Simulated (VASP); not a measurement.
# WC (Fm-3m) in VASP: further runs

WC is run at these levels: LDA, BLYP+D3(BJ); tasks: single point.

Program: VASP 6.6.1. These are calculated values, not measurements. Logs are shortened: lines on timing, memory, paths and dates and some standing lists are left out, and cuts for length are marked.

### 1 The cell of the first run

Symmetry: Fm-3m, No. 225, cubic system. Conventional cell: a = 4.323 Å, b = 4.323 Å, c = 4.323 Å, α = 90.00°, β = 90.00°, γ = 90.00°. Within 2.9 Å of W (site symmetry m-3m) lie 6 C at 2.16 Å. Within 2.9 Å of C (site symmetry m-3m) lie 6 W at 2.16 Å.

### 2 Single point, LDA

INCAR

```
SYSTEM = WC
ALGO = Normal
EDIFF = 1E-6
ENCUT = 1300
GGA_COMPAT = .False.
ISIF = 2
ISMEAR = 0
LASPH = .True.
LCHARG = .True.
LELF = .True.
LREAL = .False.
LVHAR = .True.
LWAVE = .False.
NBANDS = 16
NELM = 120
PREC = Accurate
SIGMA = 0.1
```

KPOINTS

```
k-points
0
Gamma
  11 11 11
  0 0 0
```

POSCAR

```
WC
1.0
    0.0000000000      2.1614941661      2.1614941661
    2.1614941661      0.0000000000      2.1614941661
    2.1614941661      2.1614941661      0.0000000000
W C
1 1
Direct
    0.0000000000      0.0000000000      0.0000000000
    0.5000000000      0.5000000000      0.5000000000
```

Potentials or basis: VASP PAW LDA potentials, release 64 (W_sv, C_h).

Run with:

```sh
$ cat potpaw_LDA.64/W_sv/POTCAR potpaw_LDA.64/C_h/POTCAR > POTCAR
$ mpirun -np 1 vasp_std > vasp.out
```

OUTCAR:

```text
SYSTEM = WC
   EDIFF = 1E-6
   ENCUT = 1300
   ISIF = 2
   ISMEAR = 0
   LASPH = .True.
   LREAL = .False.
   NELM = 120
   PREC = Accurate

 ion  position               nearest neighbor table
   1  0.000  0.000  0.000-   2 2.16   2 2.16   2 2.16   2 2.16   2 2.16   2 2.16
   2  0.500  0.500  0.500-   1 2.16   1 2.16   1 2.16   1 2.16   1 2.16   1 2.16

  LATTYP: Found a face centered cubic cell.
 ALAT       =     4.3229883322

  Lattice vectors:

 A1 = (   0.0000000000,   2.1614941661,   2.1614941661)
 A2 = (   2.1614941661,   0.0000000000,   2.1614941661)
 A3 = (   2.1614941661,   2.1614941661,   0.0000000000)

Analysis of symmetry for initial positions (statically):
=====================================================================
 Subroutine PRICEL returns:
 Original cell was already a primitive cell.

 Routine SETGRP: Setting up the symmetry group for a
 face centered cubic supercell.

 Subroutine GETGRP returns: Found 48 space group operations
 (whereof 48 operations were pure point group operations)
 out of a pool of 48 trial point group operations.

The static configuration has the point symmetry O_h .

Analysis of symmetry for dynamics (positions and initial velocities):
=====================================================================
 Subroutine PRICEL returns:
 Original cell was already a primitive cell.

 Routine SETGRP: Setting up the symmetry group for a
 face centered cubic supercell.

 Subroutine GETGRP returns: Found 48 space group operations
 (whereof 48 operations were pure point group operations)
 out of a pool of 48 trial point group operations.

The dynamic configuration has the point symmetry O_h .

 Subroutine INISYM returns: Found 48 space group operations
 (whereof 48 operations are pure point group operations),
 and found     1 'primitive' translations

----------------------------------------------------------------------------------------

                                     Primitive cell

  volume of cell :      20.1972

  direct lattice vectors                    reciprocal lattice vectors
     0.000000000  2.161494166  2.161494166    -0.231321466  0.231321466  0.231321466
     2.161494166  0.000000000  2.161494166     0.231321466 -0.231321466  0.231321466
     2.161494166  2.161494166  0.000000000     0.231321466  0.231321466 -0.231321466

  length of vectors
     3.056814365  3.056814365  3.056814365     0.400660533  0.400660533  0.400660533

  position of ions in fractional coordinates (direct lattice)
     0.000000000  0.000000000  0.000000000
     0.500000000  0.500000000  0.500000000

  ion indices of the primitive-cell ions
   primitive index   ion index
                 1           1
                 2           2

----------------------------------------------------------------------------------------

 KPOINTS: k-points

Automatic generation of k-mesh.
 Grid dimensions read from file:
 generate k-points for:   11   11   11

 Generating k-lattice:

  Cartesian coordinates                     Fractional coordinates (reciprocal lattice)
    -0.021029224  0.021029224  0.021029224     0.090909091  0.000000000  0.000000000
     0.021029224 -0.021029224  0.021029224     0.000000000  0.090909091  0.000000000
     0.021029224  0.021029224 -0.021029224     0.000000000  0.000000000  0.090909091

  Length of vectors
     0.036423685  0.036423685  0.036423685

  Shift w.r.t. Gamma in fractional coordinates (k-lattice)
     0.000000000  0.000000000  0.000000000

 Subroutine IBZKPT returns following result:
 ===========================================

 Found     56 irreducible k-points:

 Following reciprocal coordinates:
            Coordinates               Weight
  0.000000  0.000000  0.000000      1.000000
  0.090909  0.000000  0.000000      8.000000
  0.181818  0.000000  0.000000      8.000000
  0.272727  0.000000  0.000000      8.000000
  0.363636  0.000000  0.000000      8.000000
  0.454545  0.000000  0.000000      8.000000
[... 16 lines left out ...]
 -0.272727  0.181818  0.000000     24.000000
 -0.181818  0.181818  0.000000     12.000000
 [... further k-points ...]
   k-points           NKPTS =     56   k-points in BZ     NKDIM =     56   number of bands    NBANDS=     16
   number of dos      NEDOS =    301   number of ions     NIONS =      2
   total plane-waves  NPLWV =  46656
   dimension x,y,z NGX =    36 NGY =   36 NGZ =   36
   dimension x,y,z NGXF=    72 NGYF=   72 NGZF=   72
   ions per type =               1   1
   NGX,Y,Z   is equivalent  to a cutoff of  19.58, 19.58, 19.58 a.u.
   NGXF,Y,Z  is equivalent  to a cutoff of  39.16, 39.16, 39.16 a.u.
 SYSTEM =  WC
   PREC   = accura    normal or accurate (medium, high low for compatibility)
   ISTART =      0    job   : 0-new  1-cont  2-samecut
   ICHARG =      2    charge: 1-file 2-atom 10-const
   ISPIN  =      1    spin polarized calculation?
   LNONCOLLINEAR =      F non collinear calculations
   LSORBIT =      F    spin-orbit coupling
   LASPH  =      T    aspherical Exc in radial PAW
   ENCUT  = 1300.0 eV  95.55 Ry    9.77 a.u.   8.99  8.99  8.99*2*pi/ulx,y,z
   NELM   =    120;   NELMIN=  2; NELMDL= -5     # of ELM steps
   EDIFF  = 0.1E-05   stopping-criterion for ELM
   LREAL  =      F    real-space projection
   EDIFFG = 0.1E-04   stopping-criterion for IOM
   NSW    =      0    number of steps for IOM
   IBRION =     -1    ionic relax: 0-MD 1-quasi-New 2-CG
   NFREE  =      0    steps in history (QN), initial steepest desc. (CG)
   ISIF   =      2    stress and relaxation
   ISYM   =      2    0-nonsym 1-usesym 2-fastsym
   POTIM  = 0.5000    time-step for ionic-motion
   TEBEG  =    0.0;   TEEND  =   0.0 temperature during run
   PSTRESS=    0.0 pullay stress
   NELECT =      18.0000    total number of electrons
   NUPDOWN=      -1.0000    fix difference up-down
   EMIN   =  10.00;   EMAX   =-10.00  energy-range for DOS
   EFERMI =   0.00;   METHOD = LEGACY
   ISMEAR =     0;   SIGMA  =   0.10  broadening in eV -4-tet -1-fermi 0-gaus
   EFERMI_NEDOS =   21; number of points for ismear=-14 and -15
   IALGO  =     38    algorithm
   IMIX   =      4    mixing-type and parameters
     AMIX     =   0.40;   BMIX     =  1.00
     AMIX_MAG =   1.60;   BMIX_MAG =  1.00
  volume/ion in A,a.u.               =      10.10        68.15
  Fermi-wavevector in a.u.,A,eV,Ry     =   1.575439  2.977148 33.769771  2.482008
  Thomas-Fermi vector in A             =   2.676423
   LORBIT       =      0    0 simple, 1 ext, 2 COOP (PROOUT), +10 PAW based schemes
   GGA     = CA    functional components
   LHFCALC =     F    Hartree Fock is set to
   AEXX    =    0.0000 exact exchange contribution
   IVDW    =     0    specifies the selected vdW correction
   LEPSILON=     F    determine dielectric tensor
   LRPA    =     F    only Hartree local field effects (RPA)
 non-spin polarized calculation
 Gauss-broadening in eV      SIGMA  =   0.10
  energy-cutoff  :     1300.00
  volume of cell :       20.20
 maximum number of plane-waves:      2166
   NGX = 17   NGY = 17   NGZ = 17

 number of electron      18.0000000 magnetization

 Free energy of the ion-electron system (eV)
  ---------------------------------------------------
  ext. energy  EPLUGINS =         0.00000000
  ---------------------------------------------------
  free energy    TOTEN  =       -23.80430539 eV

  energy without entropy =      -23.79702190  energy(sigma->0) =      -23.80066365

 E-fermi :  13.2758     XC(G=0): -14.1742

 val. band max:       13.2625217414   @ k =  -0.2727   0.4545   0.1818
 cond. band min:      13.2767746402   @ k =   0.2727   0.2727   0.0000
 fundamental gap:      0.0142528988
 Fermi energy:        13.2757817249

 k-point     1 :       0.0000    0.0000    0.0000
  band No.  band energies     occupation
      1     -61.6571      2.00000
      2     -25.9041      2.00000
      3     -25.9041      2.00000
      4     -25.9041      2.00000
      5      -2.7095      2.00000
      6      10.3559      2.00000
[... 8 lines left out ...]
     15      22.9600      0.00000
     16      37.4368      0.00000

 k-point     2 :       0.0909    0.0000    0.0000
  band No.  band energies     occupation
      1     -61.6533      2.00000
      2     -25.9627      2.00000
      3     -25.9102      2.00000
      4     -25.9102      2.00000
      5      -2.4626      2.00000
      6       9.5741      2.00000
[... 8 lines left out ...]
     15      23.5338      0.00000
     16      35.0236      0.00000

 k-point     3 :       0.1818    0.0000    0.0000
  band No.  band energies     occupation
      1     -61.6433      2.00000
      2     -26.1173      2.00000
      3     -25.9267      2.00000
      4     -25.9267      2.00000
      5      -1.7603      2.00000
      6       8.0945      2.00000
[... 8 lines left out ...]
     15      24.9248      0.00000
     16      32.0468      0.00000

 k-point     4 :       0.2727    0.0000    0.0000
  band No.  band energies     occupation
      1     -61.6301      2.00000
      2     -26.3142      2.00000
      3     -25.9481      2.00000
      4     -25.9481      2.00000
      5      -0.7063      2.00000
      6       6.5059      2.00000
[... 8 lines left out ...]
     15      26.0405      0.00000
     16      30.1562      0.00000
[... 324 lines left out ...]
 k-point    22 :      -0.3636    0.1818    0.0000
  band No.  band energies     occupation
      1     -61.6063      2.00000
      2     -26.5001      2.00000
      3     -26.1374      2.00000
      4     -25.9974      2.00000
      5       1.3389      2.00000
      6       4.2524      2.00000
[... 8 lines left out ...]
     15      26.0918      0.00000
     16      26.8706      0.00000

 k-point    23 :      -0.2727    0.1818    0.0000
  band No.  band energies     occupation
      1     -61.6144      2.00000
      2     -26.4069      2.00000
      3     -26.1206      2.00000
      4     -25.9654      2.00000
      5       0.5324      2.00000
      6       5.0602      2.00000
[... 8 lines left out ...]
     15      26.3426      0.00000
     16      26.9799      0.00000

 k-point    24 :      -0.1818    0.1818    0.0000
  band No.  band energies     occupation
      1     -61.6256      2.00000
      2     -26.2921      2.00000
      3     -26.0630      2.00000
      4     -25.9377      2.00000
      5      -0.4436      2.00000
      6       6.1925      2.00000
[... 8 lines left out ...]
     15      26.4137      0.00000
     16      27.4782      0.00000

 [... further k-points ...]
[... 5 lines left out ...]
  --------------------------------------------------------------------------------------
  -------------------------------------------------------------------------------------
  Total        0.2976679      0.2976679      0.2976679      0.0000000     -0.0000000     -0.0000000
  in kB       23.6129540     23.6129540     23.6129540      0.0000000     -0.0000000     -0.0000000
  external PRESSURE =      23.6129540 kB  Pullay stress =       0.0000000 kB

 VOLUME and BASIS-vectors are now :
 -----------------------------------------------------------------------------
  energy-cutoff  :     1300.00
  volume of cell :       20.20
      direct lattice vectors                 reciprocal lattice vectors
     0.000000000  2.161494166  2.161494166    -0.231321466  0.231321466  0.231321466
     2.161494166  0.000000000  2.161494166     0.231321466 -0.231321466  0.231321466
     2.161494166  2.161494166  0.000000000     0.231321466  0.231321466 -0.231321466

 POSITION                                       TOTAL-FORCE (eV/Angst)
 -----------------------------------------------------------------------------------
      0.00000      0.00000      0.00000         0.000000      0.000000      0.000000
      2.16149      2.16149      2.16149         0.000000      0.000000     -0.000000
 -----------------------------------------------------------------------------------
    total drift:                               -0.000000      0.000000      0.000000

  FREE ENERGIE OF THE ION-ELECTRON SYSTEM (eV)
  ---------------------------------------------------
  free  energy   TOTEN  =       -23.8043053918 eV

  energy  without entropy=      -23.7970219038  energy(sigma->0) =      -23.80066365
```

Wall time 51 s (1 thread of Intel Xeon Platinum 8375C at 2.90GHz (Ice Lake), shared host); peak memory 0.23 GiB.

Results:

```yaml
Free_energy: -23.8043 eV
Pressure: 2.4 GPa
Band_gap_on_the_k_mesh: zero (bands 9 and 10 overlap by 3.25 eV)
```

Caveat: spin-orbit coupling is left out, which moves the levels of the heavy elements.

### 3 Single point, BLYP+D3(BJ)

This run uses another cell than the first one, of 10.39 Å³/atom.

INCAR

```
PREC     = Accurate       # precision mode
ENCUT    = 1300           # plane-wave cutoff, eV
EDIFF    = 1E-6           # SCF threshold, eV
ISMEAR   = 0              # smearing method
SIGMA    = 0.1            # smearing width, eV
LREAL    = False          # projectors in reciprocal space
LASPH    = True           # aspherical terms in the spheres
NELM     = 120            # most SCF steps
ALGO     = Normal         # electronic algorithm
ISIF     = 2              # what is computed and relaxed
LWAVE    = False          # write WAVECAR
LCHARG   = False          # write CHGCAR
GGA      = B5             # functional
ALDAX    = 1.0          
AGGAX    = 1.0          
AGGAC    = 1.0          
ALDAC    = 0.0          
IVDW     = 12             # dispersion correction
VDW_S6   = 1.0          
VDW_S8   = 2.6996       
VDW_A1   = 0.4298       
VDW_A2   = 4.2359       
NBANDS   = 16             # bands
GGA_COMPAT= False
```

KPOINTS

```
Automatic mesh
0
Gamma
  11 11 11
```

POSCAR

```
WC
1.0
    0.0000000000      2.1822633677      2.1822633677
    2.1822633677      0.0000000000      2.1822633677
    2.1822633677      2.1822633677      0.0000000000
W C
1 1
Direct
    0.0000000000      0.0000000000      0.0000000000
    0.5000000000      0.5000000000      0.5000000000
```

Potentials or basis: VASP PAW PBE potentials, release 64 (W_sv, C_h).

Run with:

```sh
$ cat potpaw_PBE.64/W_sv/POTCAR potpaw_PBE.64/C_h/POTCAR > POTCAR
$ mpirun -np 1 vasp_std > vasp.out
```

It took 27 s on 1 thread of Intel Xeon 6975P-C (Granite Rapids), shared host; peak memory 0.27 GiB.

It converged, with:

| Quantity | Value |
| --- | --- |
| Free energy | -21.2311 eV |
| Pressure | 2.5 GPa |
| Band gap on the k mesh | zero (bands 9 and 10 overlap by 3.07 eV) |
| Dispersion energy per atom | -1.073 eV |

Levels at points of the mesh, in eV from the Fermi level:
| k point | band 5 | band 6 | band 7 | band 8 | band 9 | band 10 | band 11 | band 12 | band 13 | band 14 |
| --- | --- | --- | --- | --- | --- | --- | --- | --- | --- | --- |
| (0.00, 0.00, 0.00) | -15.74 | -2.76 | -2.76 | -2.76 | -1.11 | -1.11 | -1.11 | -0.96 | -0.96 | 6.83 |

Caveat: the dispersion term is far too large for a dense solid, which distorts pressure and volume; the PAW data sets were made with another functional, which shifts forces and pressure a little; spin-orbit coupling is left out, which moves the levels of the heavy elements.
